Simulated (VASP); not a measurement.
A run of VASP 6.6.1 is set up as follows.

File POSCAR:

```
Na2S
1.0
    0.0000000000      3.2554286216      3.2554286216
    3.2554286216      0.0000000000      3.2554286216
    3.2554286216      3.2554286216      0.0000000000
Na S
2 1
Direct
    0.2500000000      0.2500000000      0.2500000000
    0.7500000000      0.7500000000      0.7500000000
    0.0000000000      0.0000000000      0.0000000000
```

File INCAR.step1:

```
SYSTEM = Na2S
  PREC = Accurate
  ENCUT = 400
  EDIFF = 1E-5
  ISMEAR = 0
  SIGMA = 0.01
  LREAL = .False.
  LASPH = .True.
  NELM = 120
  ALGO = Normal
  ISIF = 2
  LWAVE = .True.
  LCHARG = .False.
  NBANDS = 17
  GGA = PE
  GGA_COMPAT = .False.
```

INCAR.step2

```
SYSTEM = Na2S
  PREC = Accurate
  ENCUT = 400
  EDIFF = 1E-6
  ISMEAR = 0
  SIGMA = 0.01
  LREAL = .False.
  LASPH = .True.
  NELM = 120
  ALGO = Normal
  ISIF = 2
  LWAVE = .False.
  LCHARG = .False.
  GGA = PE
  LHFCALC = .True.
  HFSCREEN = 0.2079
  PRECFOCK = Normal
  NBANDS = 17
  ISTART = 1
  GGA_COMPAT = .False.
```

KPOINTS

```
Automatic mesh
0
Gamma
  6 6 6
  0 0 0
```

Potentials or basis: VASP PAW PBE potentials, release 64 (Na_pv, S).

Run with:

```sh
$ cat potpaw_PBE.64/Na_pv/POTCAR potpaw_PBE.64/S/POTCAR > POTCAR
$ cp INCAR.step1 INCAR
$ mpirun -np 1 vasp_std > vasp.out
$ cp INCAR.step2 INCAR
$ mpirun -np 1 vasp_std > vasp.out
```

Question: Estimate the pressure.

Answer: 0.0 GPa.

Question: Estimate the band gap on the k mesh.

Answer: 3.52 eV.

Caveat: the PAW data sets were made with another functional, which shifts forces and pressure a little.
